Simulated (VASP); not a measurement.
# Rh (P-1) in VASP: relaxation of cell and atoms with LDA

Aim: the relaxation of cell and atoms of Rh with LDA.

Everything below comes from runs of VASP 6.6.1. Logs are shortened: lines on timing, memory, paths and dates and some standing lists are left out, and cuts for length are marked.

## Step 1: The cell of the first run

The typed cell holds 2 atoms: a = 2.670 Å, b = 2.670 Å, c = 4.299 Å, α = 90.00°, β = 90.00°, γ = 120.00°.

## Step 2: Relaxation of cell and atoms, LDA (all atoms moved at random, sigma 0.02 Å a component)

The input, INCAR:

```
SYSTEM = Rh
  PREC = Accurate
  ENCUT = 600
  EDIFF = 1E-6
  ISMEAR = 0
  SIGMA = 0.15
  LREAL = .FALSE.
  LASPH = .TRUE.
  NELM = 80
  ALGO = Fast
  ISIF = 3
  LWAVE = .FALSE.
  LCHARG = .FALSE.
  IBRION = 2
  NSW = 100
  EDIFFG = -0.01
```

The input, KPOINTS:

```
regular mesh
0
G
  12 12 8
  0 0 0
```

The input, POSCAR:

```
Rh
1.0
    2.6699683996      0.0000000000      0.0000000000
   -1.3349841998      2.3122604613      0.0000000000
    0.0000000000      0.0000000000      4.2988893680
Rh
2
Direct
    0.6622424905      0.3335786442      0.7503767343
    0.3377575095      0.6664213558      0.2496232657
```

Potentials or basis: VASP PAW LDA potentials, release 64 (Rh_pv).

The run is started by

```bash
cat potpaw_LDA.64/Rh_pv/POTCAR > POTCAR
mpirun -np 1 vasp_std > vasp.out
```

OUTCAR:

```text
SYSTEM = Rh
   PREC = Accurate
   ENCUT = 600
   EDIFF = 1E-6
   ISMEAR = 0
   LREAL = .FALSE.
   LASPH = .TRUE.
   NELM = 80
   ISIF = 3
   IBRION = 2
   NSW = 100
   EDIFFG = -0.01

 ion  position               nearest neighbor table
   1  0.662  0.334  0.750-   2 2.63   2 2.64   2 2.64   2 2.65   2 2.65   2 2.66
   2  0.338  0.666  0.250-   1 2.63   1 2.64   1 2.64   1 2.65   1 2.65   1 2.66

  LATTYP: Found a hexagonal cell.
 ALAT       =     2.6699683996
 C/A-ratio  =     1.6100899803

  Lattice vectors:

 A1 = (   2.6699683996,   0.0000000000,   0.0000000000)
 A2 = (  -1.3349841998,   2.3122604613,   0.0000000000)
 A3 = (   0.0000000000,   0.0000000000,   4.2988893680)

Analysis of symmetry for initial positions (statically):
=====================================================================
 Subroutine PRICEL returns:
 Original cell was already a primitive cell.

 Routine SETGRP: Setting up the symmetry group for a
 hexagonal supercell.

 Subroutine GETGRP returns: Found  2 space group operations
 (whereof  2 operations were pure point group operations)
 out of a pool of 24 trial point group operations.

The static configuration has the point symmetry S_2 .

Analysis of symmetry for dynamics (positions and initial velocities):
=====================================================================
 Subroutine PRICEL returns:
 Original cell was already a primitive cell.

 Routine SETGRP: Setting up the symmetry group for a
 hexagonal supercell.

 Subroutine GETGRP returns: Found  2 space group operations
 (whereof  2 operations were pure point group operations)
 out of a pool of 24 trial point group operations.

The dynamic configuration has the point symmetry S_2 .

 Subroutine INISYM returns: Found  2 space group operations
 (whereof  2 operations are pure point group operations),
 and found     1 'primitive' translations

----------------------------------------------------------------------------------------

                                     Primitive cell

  volume of cell :      26.5399

  direct lattice vectors                    reciprocal lattice vectors
     2.669968400  0.000000000  0.000000000     0.374536268  0.216238615  0.000000000
    -1.334984200  2.312260461  0.000000000     0.000000000  0.432477230  0.000000000
     0.000000000  0.000000000  4.298889368     0.000000000  0.000000000  0.232618222

  length of vectors
     2.669968400  2.669968400  4.298889368     0.432477230  0.432477230  0.232618222

  position of ions in fractional coordinates (direct lattice)
     0.662242490  0.333578644  0.750376734
     0.337757510  0.666421356  0.249623266

  ion indices of the primitive-cell ions
   primitive index   ion index
                 1           1
                 2           2

----------------------------------------------------------------------------------------

 KPOINTS: regular mesh

Automatic generation of k-mesh.
 Grid dimensions read from file:
 generate k-points for:   12   12    8

 Generating k-lattice:

  Cartesian coordinates                     Fractional coordinates (reciprocal lattice)
     0.031211356  0.018019885  0.000000000     0.083333333  0.000000000  0.000000000
     0.000000000  0.036039769  0.000000000     0.000000000  0.083333333  0.000000000
     0.000000000  0.000000000  0.029077278     0.000000000  0.000000000  0.125000000

  Length of vectors
     0.036039769  0.036039769  0.029077278

  Shift w.r.t. Gamma in fractional coordinates (k-lattice)
     0.000000000  0.000000000  0.000000000

 Subroutine IBZKPT returns following result:
 ===========================================

 Found    580 irreducible k-points:

 Following reciprocal coordinates:
            Coordinates               Weight
  0.000000  0.000000  0.000000      1.000000
  0.083333 -0.000000  0.000000      2.000000
  0.000000  0.083333  0.000000      2.000000
 -0.083333  0.083333  0.000000      2.000000
  0.166667 -0.000000  0.000000      2.000000
  0.000000  0.166667  0.000000      2.000000
[... 16 lines left out ...]
  0.166667  0.083333  0.000000      2.000000
 -0.083333  0.250000  0.000000      2.000000
 [... further k-points ...]
   k-points           NKPTS =    580   k-points in BZ     NKDIM =    580   number of bands    NBANDS=     19
   number of dos      NEDOS =    301   number of ions     NIONS =      2
   total plane-waves  NPLWV =  20736
   dimension x,y,z NGX =    24 NGY =   24 NGZ =   36
   dimension x,y,z NGXF=    48 NGYF=   48 NGZF=   72
   ions per type =               2
   NGX,Y,Z   is equivalent  to a cutoff of  14.94, 14.94, 13.92 a.u.
   NGXF,Y,Z  is equivalent  to a cutoff of  29.89, 29.89, 27.84 a.u.
 SYSTEM =  Rh
   PREC   = accura    normal or accurate (medium, high low for compatibility)
   ISTART =      0    job   : 0-new  1-cont  2-samecut
   ICHARG =      2    charge: 1-file 2-atom 10-const
   ISPIN  =      1    spin polarized calculation?
   LNONCOLLINEAR =      F non collinear calculations
   LSORBIT =      F    spin-orbit coupling
   LASPH  =      T    aspherical Exc in radial PAW
   ENCUT  =  600.0 eV  44.10 Ry    6.64 a.u.   5.33  5.33  8.59*2*pi/ulx,y,z
   NELM   =     80;   NELMIN=  2; NELMDL= -5     # of ELM steps
   EDIFF  = 0.1E-05   stopping-criterion for ELM
   LREAL  =      F    real-space projection
   EDIFFG = -.1E-01   stopping-criterion for IOM
   NSW    =    100    number of steps for IOM
   IBRION =      2    ionic relax: 0-MD 1-quasi-New 2-CG
   NFREE  =      1    steps in history (QN), initial steepest desc. (CG)
   ISIF   =      3    stress and relaxation
   ISYM   =      2    0-nonsym 1-usesym 2-fastsym
   POTIM  = 0.5000    time-step for ionic-motion
   TEBEG  =    0.0;   TEEND  =   0.0 temperature during run
   PSTRESS=    0.0 pullay stress
   NELECT =      30.0000    total number of electrons
   NUPDOWN=      -1.0000    fix difference up-down
   EMIN   =  10.00;   EMAX   =-10.00  energy-range for DOS
   EFERMI =   0.00;   METHOD = LEGACY
   ISMEAR =     0;   SIGMA  =   0.15  broadening in eV -4-tet -1-fermi 0-gaus
   EFERMI_NEDOS =   21; number of points for ismear=-14 and -15
   IALGO  =     68    algorithm
   IMIX   =      4    mixing-type and parameters
     AMIX     =   0.40;   BMIX     =  1.00
     AMIX_MAG =   1.60;   BMIX_MAG =  1.00
  volume/ion in A,a.u.               =      13.27        89.55
  Fermi-wavevector in a.u.,A,eV,Ry     =   1.705358  3.222659 39.569083  2.908246
  Thomas-Fermi vector in A             =   2.784593
   LORBIT       =      0    0 simple, 1 ext, 2 COOP (PROOUT), +10 PAW based schemes
   GGA     = CA    functional components
   LHFCALC =     F    Hartree Fock is set to
   AEXX    =    0.0000 exact exchange contribution
   IVDW    =     0    specifies the selected vdW correction
   LEPSILON=     F    determine dielectric tensor
   LRPA    =     F    only Hartree local field effects (RPA)
 conjugate gradient relaxation of ions
 non-spin polarized calculation
 RMM-DIIS sequential band-by-band and
 Gauss-broadening in eV      SIGMA  =   0.15
  energy-cutoff  :      600.00
  volume of cell :       26.54
 maximum number of plane-waves:       905
 NGX is ok and might be reduce to    24
   NGX = 11   NGY = 11   NGZ = 17

--------------------------------------- Ionic step        1  -------------------------------------------

 number of electron      29.9999999 magnetization

 Free energy of the ion-electron system (eV)
  ---------------------------------------------------
  ext. energy  EPLUGINS =         0.00000000
  ---------------------------------------------------
  free energy    TOTEN  =       -17.30250705 eV

  energy without entropy =      -17.26674208  energy(sigma->0) =      -17.28462457

------------------------ aborting loop because EDIFF is reached ----------------------------------------

  FORCE on cell =-STRESS in cart. coord.  units (eV):
  Direction    XX          YY          ZZ          XY          YZ          ZX
  --------------------------------------------------------------------------------------
  -------------------------------------------------------------------------------------
  Total        0.1054163      0.0972389      0.2651893     -0.0707360      0.0001666     -0.0025386
  in kB        6.3638420      5.8701795     16.0091169     -4.2702395      0.0100545     -0.1532509
  external PRESSURE =       9.4143795 kB  Pullay stress =       0.0000000 kB
[... 89 lines left out ...]
  FREE ENERGIE OF THE ION-ELECTRON SYSTEM (eV)
  ---------------------------------------------------
  free  energy   TOTEN  =       -17.3034354928 eV

  energy  without entropy=      -17.2675606788  energy(sigma->0) =      -17.28549809

[... ionic steps 4 to 10 ...]

--------------------------------------- Ionic step       11  -------------------------------------------

 number of electron      30.0000000 magnetization

------------------------ aborting loop because EDIFF is reached ----------------------------------------

  FORCE on cell =-STRESS in cart. coord.  units (eV):
  Direction    XX          YY          ZZ          XY          YZ          ZX
  --------------------------------------------------------------------------------------
  -------------------------------------------------------------------------------------
  Total       -0.1213691     -0.1248956     -0.1116885     -0.0230583      0.0001227     -0.0004353
  in kB       -7.2892359     -7.5010362     -6.7078359     -1.3848434      0.0073705     -0.0261407
  external PRESSURE =      -7.1660360 kB  Pullay stress =       0.0000000 kB
[... 57 lines left out ...]
  energy  without entropy=      -17.2687486504  energy(sigma->0) =      -17.28658164

--------------------------------------- Ionic step       13  -------------------------------------------

 number of electron      30.0000000 magnetization

 Free energy of the ion-electron system (eV)
  ---------------------------------------------------
  ext. energy  EPLUGINS =         0.00000000
  ---------------------------------------------------
  free energy    TOTEN  =       -17.30441490 eV

  energy without entropy =      -17.26875683  energy(sigma->0) =      -17.28658586

 E-fermi :  12.4234     XC(G=0): -14.5577

 val. band max:       12.4081932865   @ k =   0.4167  -0.0833   0.0000
 cond. band min:      12.4366896044   @ k =  -0.2500  -0.2500   0.3750
 fundamental gap:      0.0284963180
 Fermi energy:        12.4233524785

 k-point     1 :       0.0000    0.0000    0.0000
  band No.  band energies     occupation
      1     -34.7420      2.00000
      2     -33.9999      2.00000
      3     -33.9996      2.00000
      4     -33.8860      2.00000
      5     -33.8782      2.00000
      6     -33.8778      2.00000
[... 11 lines left out ...]
     18      13.0810      0.00000
     19      21.3385      0.00000
[... 489 lines left out ...]
      3     -34.1624      2.00000
      4     -34.0560      2.00000
      5     -33.9403      2.00000
      6     -33.9334      2.00000
[... 11 lines left out ...]
     18      18.0956      0.00000
     19      21.2060      0.00000

 [... further k-points ...]
[... 5 lines left out ...]
  --------------------------------------------------------------------------------------
  -------------------------------------------------------------------------------------
  Total        0.0097467      0.0047614     -0.0030036     -0.0170809      0.0000216      0.0000343
  in kB        0.5866373      0.2865782     -0.1807822     -1.0280673      0.0012976      0.0020660
  external PRESSURE =       0.2308111 kB  Pullay stress =       0.0000000 kB
[... 17 lines left out ...]
  FREE ENERGIE OF THE ION-ELECTRON SYSTEM (eV)
  ---------------------------------------------------
  free  energy   TOTEN  =       -17.3044149023 eV

  energy  without entropy=      -17.2687568276  energy(sigma->0) =      -17.28658586

 reached required accuracy - stopping structural energy minimisation
```

It took 23 min on 1 thread of Intel Xeon Platinum 8488C (Sapphire Rapids), shared host; peak memory 0.41 GiB.

Results:

- Free energy: -17.3044 eV
- Relaxed volume: 13.31 Å³/atom
- Relaxed cell: a = 2.669 Å, b = 2.669 Å, c = 4.313 Å, α = 90.00°, β = 90.00°, γ = 119.98°
- Space group after relaxing (to 0.05 Å): P6_3/mmc (No. 194)
- Energy gained by relaxing: 1.0 meV/atom
- Ionic steps: 13
- Pressure after relaxing: 0.0 GPa
- Largest force after relaxing: 0.008 eV/Å
- Band gap on the k mesh: zero (band 15 reaches 13.11 eV, above the bottom of band 16 at 10.53 eV)

Forces on the atoms (eV/Å):
```
Rh   0.008  0.000 -0.002
Rh  -0.008  0.000  0.002
```

Step by step:
| step | energy change (eV) | largest force (eV/Å) | pressure (GPa) | volume (Å³) |
| --- | --- | --- | --- | --- |
| 1 | 0.0000 | 0.1262 | 0.94 | 26.54 |
| 2 | 0.0003 | 0.0510 | -2.44 | 26.84 |
| 3 | -0.0009 | 0.0893 | -0.75 | 26.68 |
| 4 | -0.0016 | 0.0328 | 0.21 | 26.60 |
| 5 | -0.0016 | 0.0401 | 0.01 | 26.62 |
| 6 | -0.0016 | 0.0336 | 0.00 | 26.61 |
| 7 | -0.0019 | 0.0133 | 0.25 | 26.60 |
| 8 | -0.0019 | 0.0088 | 0.18 | 26.60 |
| 9 | -0.0019 | 0.0051 | 0.29 | 26.59 |
| 10 | -0.0019 | 0.0159 | 0.30 | 26.60 |
| 11 | -0.0018 | 0.0151 | -0.72 | 26.68 |
| 12 | -0.0019 | 0.0096 | -0.12 | 26.62 |
| 13 | -0.0019 | 0.0081 | 0.02 | 26.62 |

Final structure:
```xyz
2
Lattice="2.6694 0.0006 0.0000 -1.3342 2.3117 0.0000 0.0000 0.0000 4.3133" Properties=species:S:1:pos:R:3 pbc="T T T"
Rh    1.3344    0.7709    3.2351
Rh    0.0008    1.5413    1.0782
```

Caveat: the cell differs from its parent crystal (all atoms moved at random, sigma 0.02 Å a component).
